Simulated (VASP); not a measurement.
# ZrS in VASP: notebook

Runs on ZrS. Level: LDA. Tasks: single point.

Everything below comes from runs of VASP 6.6.1. Logs are shortened: lines on timing, memory, paths and dates and some standing lists are left out, and cuts for length are marked.

## (1) The cell of the first run

Symmetry: I4mm, No. 107, tetragonal system. Conventional cell: a = 3.630 Å, b = 3.630 Å, c = 5.374 Å, α = 90.00°, β = 90.00°, γ = 90.00°. Within 3.4 Å of Zr (site symmetry 4mm) lie 6 S at 2.57 to 2.76 Å. S (site symmetry 4mm) has 6 Zr at 2.57 to 2.76 Å within 3.4 Å.

## (2) Single point, LDA (atoms displaced along a vibrational mode, the cell strained)

File INCAR:

```
PREC = Accurate
ENCUT = 520
EDIFF = 1E-6
ISMEAR = 0
SIGMA = 0.15
LREAL = F
LASPH = T
NELM = 100
ALGO = Normal
ISIF = 2
LWAVE = F
LCHARG = T
LELF = T
LVHAR = T
NBANDS = 16
```

File KPOINTS:

```
Automatic mesh
0
Gamma
  16 16 16
```

File POSCAR:

```
ZrS
1.0
    0.0000000000      2.5671447250      2.5671447250
    2.6870303837      0.0000000000      2.5671447250
    2.6870303837      2.5671447250      0.0000000000
Zr S
1 1
Direct
   -0.0036758104      0.0036758104      0.0036758104
    0.5104590909      0.4895409091      0.4895409091
```

Potentials or basis: VASP PAW LDA potentials, release 64 (Zr_sv, S).

Run with:

```
> cat potpaw_LDA.64/Zr_sv/POTCAR potpaw_LDA.64/S/POTCAR > POTCAR
> mpirun -np 1 vasp_std > vasp.out
```

OUTCAR:

```text
PREC = Accurate
   ENCUT = 520
   EDIFF = 1E-6
   ISMEAR = 0
   LREAL = F
   LASPH = T
   NELM = 100
   ISIF = 2

 ion  position               nearest neighbor table
   1  0.996  0.004  0.004-   2 2.57   2 2.57   2 2.57   2 2.57   2 2.61   2 2.76
   2  0.510  0.490  0.490-   1 2.57   1 2.57   1 2.57   1 2.57   1 2.61   1 2.76

  LATTYP: Found a body centered tetragonal cell.
 ALAT       =     3.6304908867
 C/A-ratio  =     1.4802573358

  Lattice vectors:

 A1 = (   2.6870303837,   0.0000000000,   2.5671447250)
 A2 = (   2.6870303837,   0.0000000000,  -2.5671447250)
 A3 = (  -2.6870303837,   2.5671447250,   0.0000000000)

Analysis of symmetry for initial positions (statically):
=====================================================================
 Subroutine PRICEL returns:
 Original cell was already a primitive cell.

 Routine SETGRP: Setting up the symmetry group for a
 body centered tetragonal supercell.

 Subroutine GETGRP returns: Found  8 space group operations
 (whereof  8 operations were pure point group operations)
 out of a pool of 16 trial point group operations.

The static configuration has the point symmetry C_4v.

Analysis of symmetry for dynamics (positions and initial velocities):
=====================================================================
 Subroutine PRICEL returns:
 Original cell was already a primitive cell.

 Routine SETGRP: Setting up the symmetry group for a
 body centered tetragonal supercell.

 Subroutine GETGRP returns: Found  8 space group operations
 (whereof  8 operations were pure point group operations)
 out of a pool of 16 trial point group operations.

The dynamic configuration has the point symmetry C_4v.

 Subroutine INISYM returns: Found  8 space group operations
 (whereof  8 operations are pure point group operations),
 and found     1 'primitive' translations

----------------------------------------------------------------------------------------

                                     Primitive cell

  volume of cell :      35.4163

  direct lattice vectors                    reciprocal lattice vectors
     0.000000000  2.567144725  2.567144725    -0.186079027  0.194768918  0.194768918
     2.687030384  0.000000000  2.567144725     0.186079027 -0.194768918  0.194768918
     2.687030384  2.567144725  0.000000000     0.186079027  0.194768918 -0.194768918

  length of vectors
     3.630490887  3.716229853  3.716229853     0.332408284  0.332408284  0.332408284

  position of ions in fractional coordinates (direct lattice)
     0.996324190  0.003675810  0.003675810
     0.510459091  0.489540909  0.489540909

  ion indices of the primitive-cell ions
   primitive index   ion index
                 1           1
                 2           2

----------------------------------------------------------------------------------------

 KPOINTS: Automatic mesh

Automatic generation of k-mesh.
 Grid dimensions read from file:
 generate k-points for:   16   16   16

 Generating k-lattice:

  Cartesian coordinates                     Fractional coordinates (reciprocal lattice)
    -0.011629939  0.012173057  0.012173057     0.062500000 -0.000000000 -0.000000000
     0.011629939 -0.012173057  0.012173057     0.000000000  0.062500000  0.000000000
     0.011629939  0.012173057 -0.012173057     0.000000000  0.000000000  0.062500000

  Length of vectors
     0.020775518  0.020775518  0.020775518

  Shift w.r.t. Gamma in fractional coordinates (k-lattice)
     0.000000000  0.000000000  0.000000000

 Subroutine IBZKPT returns following result:
 ===========================================

 Found    349 irreducible k-points:

 Following reciprocal coordinates:
            Coordinates               Weight
  0.000000  0.000000  0.000000      1.000000
  0.062500 -0.000000 -0.000000      8.000000
  0.125000 -0.000000 -0.000000      8.000000
  0.187500 -0.000000 -0.000000      8.000000
  0.250000 -0.000000 -0.000000      8.000000
  0.312500  0.000000  0.000000      8.000000
[... 16 lines left out ...]
 -0.125000  0.062500  0.000000     16.000000
 -0.062500  0.062500  0.000000      8.000000
 [... further k-points ...]
   k-points           NKPTS =    349   k-points in BZ     NKDIM =    349   number of bands    NBANDS=     16
   number of dos      NEDOS =    301   number of ions     NIONS =      2
   total plane-waves  NPLWV =  21952
   dimension x,y,z NGX =    28 NGY =   28 NGZ =   28
   dimension x,y,z NGXF=    56 NGYF=   56 NGZF=   56
   ions per type =               1   1
   NGX,Y,Z   is equivalent  to a cutoff of  12.82, 12.53, 12.53 a.u.
   NGXF,Y,Z  is equivalent  to a cutoff of  25.64, 25.05, 25.05 a.u.
 SYSTEM =  unknown system
   PREC   = accura    normal or accurate (medium, high low for compatibility)
   ISTART =      0    job   : 0-new  1-cont  2-samecut
   ICHARG =      2    charge: 1-file 2-atom 10-const
   ISPIN  =      1    spin polarized calculation?
   LNONCOLLINEAR =      F non collinear calculations
[... 114 lines left out ...]
      6       4.5549      2.00000
[... 8 lines left out ...]
     15      18.8979      0.00000
     16      20.3621      0.00000

 k-point     6 :       0.3125    0.0000    0.0000
  band No.  band energies     occupation
      1     -38.8298      2.00000
      2     -17.2458      2.00000
      3     -16.9934      2.00000
      4     -16.9925      2.00000
      5      -3.9905      2.00000
      6       3.8222      2.00000
[... 8 lines left out ...]
     15      18.8077      0.00000
     16      19.4223      0.00000

 k-point     7 :       0.3750   -0.0000   -0.0000
  band No.  band energies     occupation
      1     -38.8249      2.00000
      2     -17.3068      2.00000
      3     -17.0001      2.00000
      4     -16.9967      2.00000
      5      -3.6950      2.00000
      6       3.2304      2.00000
[... 8 lines left out ...]
     15      17.9331      0.00000
     16      18.4308      0.00000

 k-point     8 :       0.4375    0.0000    0.0000
  band No.  band energies     occupation
      1     -38.8216      2.00000
      2     -17.3471      2.00000
      3     -17.0052      2.00000
      4     -16.9990      2.00000
      5      -3.4807      2.00000
      6       2.8391      2.00000
[... 8 lines left out ...]
     15      17.0487      0.00000
     16      17.6669      0.00000

 k-point     9 :       0.5000   -0.0000   -0.0000
  band No.  band energies     occupation
      1     -38.8204      2.00000
      2     -17.3611      2.00000
      3     -17.0070      2.00000
      4     -16.9998      2.00000
      5      -3.4014      2.00000
      6       2.7011      2.00000
[... 8 lines left out ...]
     15      16.6191      0.00000
     16      17.3230      0.00000
[... 172 lines left out ...]
 k-point    19 :      -0.3750    0.0625    0.0000
  band No.  band energies     occupation
      1     -38.8231      2.00000
      2     -17.3149      2.00000
      3     -17.0135      2.00000
      4     -16.9992      2.00000
      5      -3.6367      2.00000
      6       3.1315      2.00000
[... 8 lines left out ...]
     15      17.7125      0.00000
     16      18.2195      0.00000

 k-point    20 :      -0.3125    0.0625    0.0000
  band No.  band energies     occupation
      1     -38.8275      2.00000
      2     -17.2602      2.00000
      3     -17.0114      2.00000
      4     -16.9917      2.00000
      5      -3.9006      2.00000
      6       3.6283      2.00000
[... 8 lines left out ...]
     15      18.6677      0.00000
     16      19.0467      0.00000

 k-point    21 :      -0.2500    0.0625    0.0000
  band No.  band energies     occupation
      1     -38.8330      2.00000
      2     -17.1912      2.00000
      3     -17.0074      2.00000
      4     -16.9833      2.00000
      5      -4.2039      2.00000
      6       4.2678      2.00000
[... 8 lines left out ...]
     15      18.8729      0.00000
     16      19.6990      0.00000

 k-point    22 :      -0.1875    0.0625    0.0000
  band No.  band energies     occupation
      1     -38.8388      2.00000
      2     -17.1179      2.00000
      3     -17.0020      2.00000
      4     -16.9751      2.00000
      5      -4.4985      2.00000
      6       4.9902      2.00000
[... 8 lines left out ...]
     15      19.0963      0.00000
     16      20.3212      0.00000

 k-point    23 :      -0.1250    0.0625    0.0000
  band No.  band energies     occupation
      1     -38.8439      2.00000
      2     -17.0519      2.00000
      3     -16.9960      2.00000
      4     -16.9683      2.00000
      5      -4.7461      2.00000
      6       5.7296      2.00000
[... 8 lines left out ...]
     15      18.8979      0.00000
     16      21.0956      0.00000

 k-point    24 :      -0.0625    0.0625    0.0000
  band No.  band energies     occupation
      1     -38.8477      2.00000
      2     -17.0060      2.00000
      3     -16.9887      2.00000
      4     -16.9633      2.00000
      5      -4.9187      2.00000
      6       6.3999      2.00000
[... 8 lines left out ...]
     15      18.4288      0.00000
     16      22.1025      0.00000

 [... further k-points ...]

------------------------ aborting loop because EDIFF is reached ----------------------------------------

  FORCE on cell =-STRESS in cart. coord.  units (eV):
  Direction    XX          YY          ZZ          XY          YZ          ZX
  --------------------------------------------------------------------------------------
  -------------------------------------------------------------------------------------
  Total       -2.5803848     -0.4573801     -0.4573801     -0.0000000      0.0000000      0.0000000
  in kB     -116.7324979    -20.6911463    -20.6911463     -0.0000000      0.0000000      0.0000000
  external PRESSURE =     -52.7049302 kB  Pullay stress =       0.0000000 kB

 VOLUME and BASIS-vectors are now :
 -----------------------------------------------------------------------------
  energy-cutoff  :      520.00
  volume of cell :       35.42
      direct lattice vectors                 reciprocal lattice vectors
     0.000000000  2.567144725  2.567144725    -0.186079027  0.194768918  0.194768918
     2.687030384  0.000000000  2.567144725     0.186079027 -0.194768918  0.194768918
     2.687030384  2.567144725  0.000000000     0.186079027  0.194768918 -0.194768918

 POSITION                                       TOTAL-FORCE (eV/Angst)
 -----------------------------------------------------------------------------------
      0.01975      2.56714      2.56714        -0.160281      0.000000      0.000000
      2.63082      2.56714      2.56714         0.160281      0.000000      0.000000
 -----------------------------------------------------------------------------------
    total drift:                                0.000010     -0.000000     -0.000000

  FREE ENERGIE OF THE ION-ELECTRON SYSTEM (eV)
  ---------------------------------------------------
  free  energy   TOTEN  =       -17.0962937684 eV

  energy  without entropy=      -17.0825662481  energy(sigma->0) =      -17.08943001
```

Wall time 1.8 min (1 thread of Intel Xeon Platinum 8488C (Sapphire Rapids), shared host); peak memory 0.29 GiB.

Results:

```
Free energy            : -17.0963 eV
Pressure               : -5.3 GPa
Largest force          : 0.160 eV/Å
Band gap on the k mesh : zero (bands 9 and 10 overlap by 2.66 eV)
```

Forces in eV/Å, atoms in the order of the input:
```
Zr  -0.160  0.000  0.000
S    0.160  0.000  0.000
```

Levels at points of the mesh, in eV from the Fermi level:
| k point | band 5 | band 6 | band 7 | band 8 | band 9 | band 10 | band 11 | band 12 | band 13 | band 14 |
| --- | --- | --- | --- | --- | --- | --- | --- | --- | --- | --- |
| (0.00, 0.00, 0.00) | -15.81 | -3.60 | -3.47 | -3.47 | -1.69 | -1.16 | -1.16 | -0.78 | -0.60 | 2.13 |
| (0.50, 0.00, 0.00) | -14.16 | -8.06 | -6.02 | -5.99 | 1.44 | 1.56 | 1.85 | 2.00 | 5.30 | 5.82 |
| (0.50, 0.50, 0.00) | -14.94 | -6.10 | -4.57 | -4.48 | -3.36 | 0.59 | 2.24 | 2.60 | 2.92 | 3.48 |
| (0.00, 0.50, 0.50) | -14.99 | -6.38 | -4.26 | -4.26 | -3.54 | 0.40 | 2.45 | 2.45 | 2.85 | 3.46 |

Caveat: the cell differs from its parent crystal (atoms displaced along a vibrational mode, the cell strained); the stress differs along the axes, from -12 to -2 GPa.

## (3) Single point, LDA

File INCAR:

```
PREC     = Accurate       # precision mode
ENCUT    = 520            # plane-wave cutoff, eV
EDIFF    = 1E-6           # SCF threshold, eV
ISMEAR   = 0              # smearing method
SIGMA    = 0.15           # smearing width, eV
LREAL    = F              # projectors in reciprocal space
LASPH    = T              # aspherical terms in the spheres
NELM     = 80             # most SCF steps
ALGO     = Normal         # electronic algorithm
ISIF     = 2              # what is computed and relaxed
LWAVE    = F              # write WAVECAR
LCHARG   = F              # write CHGCAR
NBANDS   = 16             # bands
```

KPOINTS is that of step 2.

File POSCAR:

```
ZrS
1.0
    0.0000000000      2.5671447250      2.5671447250
    2.6870303837      0.0000000000      2.5671447250
    2.6870303837      2.5671447250      0.0000000000
Zr S
1 1
Direct
    0.0000000000      0.0000000000      0.0000000000
    0.5000000000      0.5000000000      0.5000000000
```

Potentials or basis: VASP PAW LDA potentials, release 64 (Zr_sv, S).

Run with:

```
> cat potpaw_LDA.64/Zr_sv/POTCAR potpaw_LDA.64/S/POTCAR > POTCAR
> mpirun -np 1 vasp_std > vasp.out
```

Wall time 89 s (1 thread of Intel Xeon Platinum 8488C (Sapphire Rapids), shared host); peak memory 0.29 GiB.

The run converged. Its results:

```
Free energy            : -17.1022 eV
Pressure               : -5.5 GPa
Band gap on the k mesh : zero (bands 9 and 10 overlap by 2.80 eV)
```

Stress tensor (GPa, compression positive):
```
-12.59   0.00   0.00
  0.00  -1.97   0.00
  0.00   0.00  -1.97
```

Levels at points of the mesh, in eV from the Fermi level:
```tsv
k point	band 6	band 7	band 8	band 9	band 10	band 11	band 12	band 13
(0.00, 0.00, 0.00)	-3.55	-3.43	-3.43	-1.71	-1.23	-1.23	-0.89	-0.62
(0.50, 0.00, 0.00)	-8.07	-6.04	-6.00	1.44	1.60	1.88	1.96	5.35
(0.50, 0.50, 0.00)	-6.11	-4.48	-4.46	-3.50	0.56	2.23	2.59	2.90
(0.00, 0.50, 0.50)	-6.39	-4.27	-4.27	-3.55	0.38	2.44	2.44	2.91
```

Caveat: the stress differs along the axes, from -13 to -2 GPa.

## (4) Single point, LDA (atoms displaced along a vibrational mode, the cell strained)

File INCAR:

```
PREC     = Accurate       # precision mode
ENCUT    = 520            # plane-wave cutoff, eV
EDIFF    = 1E-7           # SCF threshold, eV
ISMEAR   = 0              # smearing method
SIGMA    = 0.15           # smearing width, eV
LREAL    = F              # projectors in reciprocal space
LASPH    = T              # aspherical terms in the spheres
NELM     = 100            # most SCF steps
ALGO     = Normal         # electronic algorithm
ISIF     = 2              # what is computed and relaxed
LWAVE    = F              # write WAVECAR
LCHARG   = F              # write CHGCAR
GGA      = CA             # functional
NBANDS   = 16             # bands
```

KPOINTS is that of step 3.

File POSCAR:

```
ZrS
1.0
    0.0000000000      2.5671447250      2.5671447250
    2.7468448558      0.0000000000      2.5671447250
    2.7468448558      2.5671447250      0.0000000000
Zr S
1 1
Direct
   -0.0036758104      0.0036758104      0.0036758104
    0.5104590909      0.4895409091      0.4895409091
```

Run with:

```
> cat potpaw_LDA.64/Zr_sv/POTCAR potpaw_LDA.64/S/POTCAR > POTCAR
> mpirun -np 1 vasp_std > vasp.out
```

It took 1.8 min on 1 thread of Intel Xeon Platinum 8488C (Sapphire Rapids), shared host; peak memory 0.29 GiB.

It converged, with:

```
Free energy            : -17.0291 eV
Pressure               : -7.2 GPa
Largest force          : 0.051 eV/Å
Band gap on the k mesh : zero (bands 9 and 10 overlap by 2.51 eV)
```

Forces in eV/Å, atoms in the order of the input:
```
Zr  -0.051  0.000  0.000
S    0.051  0.000  0.000
```

Stress tensor (GPa, compression positive):
```
-15.50   0.00   0.00
  0.00  -3.03   0.00
  0.00   0.00  -3.03
```

Levels at points of the mesh, in eV from the Fermi level:
| k point | band 7 | band 8 | band 9 | band 10 | band 11 | band 12 |
| --- | --- | --- | --- | --- | --- | --- |
| (0.00, 0.00, 0.00) | -3.43 | -3.43 | -1.77 | -1.03 | -1.03 | -0.87 |
| (0.50, 0.00, 0.00) | -5.95 | -5.89 | 1.39 | 1.56 | 1.83 | 1.97 |
| (0.50, 0.50, 0.00) | -4.56 | -4.47 | -3.25 | 0.59 | 2.05 | 2.60 |
| (0.00, 0.50, 0.50) | -4.18 | -4.18 | -3.44 | 0.35 | 2.36 | 2.36 |

Caveat: the cell differs from its parent crystal (atoms displaced along a vibrational mode, the cell strained); the stress differs along the axes, from -16 to -3 GPa.

## (5) Single point, LDA

This run uses another cell than the first one, of 18.10 Å³/atom.

File INCAR:

```
ALGO = Normal
EDIFF = 1E-6
ENCUT = 520
GGA = CA
ISIF = 2
ISMEAR = 0
LASPH = T
LCHARG = T
LELF = T
LREAL = F
LVHAR = T
LWAVE = F
NBANDS = 16
NELM = 80
PREC = Accurate
SIGMA = 0.15
```

File KPOINTS:

```
k-points
0
Gamma
  16 16 16
```

File POSCAR:

```
ZrS
1.0
    0.0000000000      2.5671447250      2.5671447250
    2.7468448558      0.0000000000      2.5671447250
    2.7468448558      2.5671447250      0.0000000000
Zr S
1 1
Direct
    0.0000000000      0.0000000000      0.0000000000
    0.5000000000      0.5000000000      0.5000000000
```

Run with:

```
> cat potpaw_LDA.64/Zr_sv/POTCAR potpaw_LDA.64/S/POTCAR > POTCAR
> mpirun -np 1 vasp_std > vasp.out
```

It took 99 s on 1 thread of Intel Xeon Platinum 8488C (Sapphire Rapids), shared host; peak memory 0.3 GiB.

Results (log left out):

```yaml
Free_energy: -17.0309 eV
Pressure: -7.4 GPa
Band_gap_on_the_k_mesh: zero (bands 9 and 10 overlap by 2.60 eV)
```

Stress tensor (GPa, compression positive):
```
-16.20   0.00   0.00
  0.00  -2.94   0.00
  0.00   0.00  -2.94
```

Levels at points of the mesh, in eV from the Fermi level:
```csv
k point,band 6,band 7,band 8,band 9,band 10,band 11,band 12,band 13
"(0.00, 0.00, 0.00)",-3.55,-3.40,-3.40,-1.79,-1.09,-1.09,-0.98,-0.55
"(0.50, 0.00, 0.00)",-7.96,-5.96,-5.91,1.38,1.60,1.85,1.94,4.93
"(0.50, 0.50, 0.00)",-6.02,-4.47,-4.46,-3.37,0.56,2.04,2.59,2.83
"(0.00, 0.50, 0.50)",-6.40,-4.19,-4.19,-3.45,0.33,2.36,2.36,2.82
```

Caveat: the stress differs along the axes, from -16 to -3 GPa.

## (6) The runs side by side

```tsv
cell	gap on the mesh (eV)	pressure (GPa)	largest force (eV/Å)
a = 3.630, b = 3.716, c = 3.716 Å, angles 58.5, 60.8, 60.8°, 2 atoms, atomic positions A	none	-5.3	0.16
a = 3.630, b = 3.716, c = 3.716 Å, angles 58.5, 60.8, 60.8°, 2 atoms, atomic positions B	none	-5.5	-
a = 3.630, b = 3.760, c = 3.760 Å, angles 57.7, 61.1, 61.1°, 2 atoms, atomic positions A	none	-7.2	0.05
a = 3.630, b = 3.760, c = 3.760 Å, angles 57.7, 61.1, 61.1°, 2 atoms, atomic positions B	none	-7.4	-
```

Alike in all rows: task single point; level LDA; potentials or basis VASP PAW LDA potentials, release 64 (Zr_sv, S); no spin polarisation; k mesh 16 × 16 × 16; cutoff (eV) 520; smearing gaussian 0.15 eV.

Caveats: the stress differs along the axes, from -16 to -3 GPa (at least some runs); the stress differs along the axes, from -12 to -2 GPa (at least some runs); the stress differs along the axes, from -13 to -2 GPa (at least some runs).

Total energies depend on the potentials used, so only differences within one code and one set of settings carry meaning.
